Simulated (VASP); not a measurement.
Write the native input for VASP 6.6.1 that does the following.

| Property | Result |
| --- | --- |
| Task | relaxation of cell and atoms |
| Functional | PBEsol |
| Potentials or basis | VASP PAW PBE potentials, release 64 (Sr_sv, Ti_sv, O) |
| Cutoff | 600 eV |
| k mesh | 8 × 8 × 8 |
| Occupations | fermi-dirac, width 0.1 eV |
| Spin | no spin polarisation |
| Dipole correction | no |
| Further INCAR settings | ALGO = Normal; EDIFF = 1e-06; IBRION = 2; EDIFFG = -0.002; NSW = 100; ISIF = 3 |

The structure of SrTiO3 lies in POSCAR:

```
SrTiO3
1.0
    3.9052800000      0.0000000000      0.0000000000
    0.0000000000      3.9052800000      0.0000000000
    0.0000000000      0.0000000000      3.9052800000
Sr Ti O
1 1 3
Direct
    0.5000000000      0.5000000000      0.5000000000
    0.0000000000      0.0000000000      0.0000000000
    0.5000000000      0.0000000000      0.0000000000
    0.0000000000      0.5000000000      0.0000000000
    0.0000000000      0.0000000000      0.5000000000
```

One way to write it, as run:

INCAR

```
SYSTEM = SrTiO3
  PREC = Accurate
  ENCUT = 600
  EDIFF = 1E-6
  ISMEAR = -1
  SIGMA = 0.1
  LREAL = .False.
  LASPH = .True.
  NELM = 80
  ALGO = Normal
  ISIF = 3
  LWAVE = .False.
  LCHARG = .False.
  GGA = PS
  IBRION = 2
  NSW = 100
  EDIFFG = -0.002
```

KPOINTS

```
Automatic mesh
0
Gamma
  8 8 8
  0 0 0
```

Potentials or basis: VASP PAW PBE potentials, release 64 (Sr_sv, Ti_sv, O).

Launch:

```sh
$ cat potpaw_PBE.64/Sr_sv/POTCAR potpaw_PBE.64/Ti_sv/POTCAR potpaw_PBE.64/O/POTCAR > POTCAR
$ mpirun -np 1 vasp_std > vasp.out
```

Results of the run:

```json
{
 "Relaxed volume": "11.82 Å³/atom",
 "Relaxed cell": "a = 3.895 Å, b = 3.895 Å, c = 3.895 Å, α = 90.00°, β = 90.00°, γ = 90.00°",
 "Space group after relaxing (to 0.1 Å)": "Pm-3m (No. 221)",
 "Energy gained by relaxing": "0.5 meV/atom",
 "Ionic steps": "3",
 "Pressure after relaxing": "0.0 GPa",
 "Band gap on the k mesh": "1.82 eV (least direct gap 2.17 eV)"
}
```

Caveat: the PAW data sets were made with another functional, which shifts forces and pressure a little.

It took 2.9 min on 1 thread of Intel Xeon 8259CL, on a shared host, peak memory 0.23 GiB.
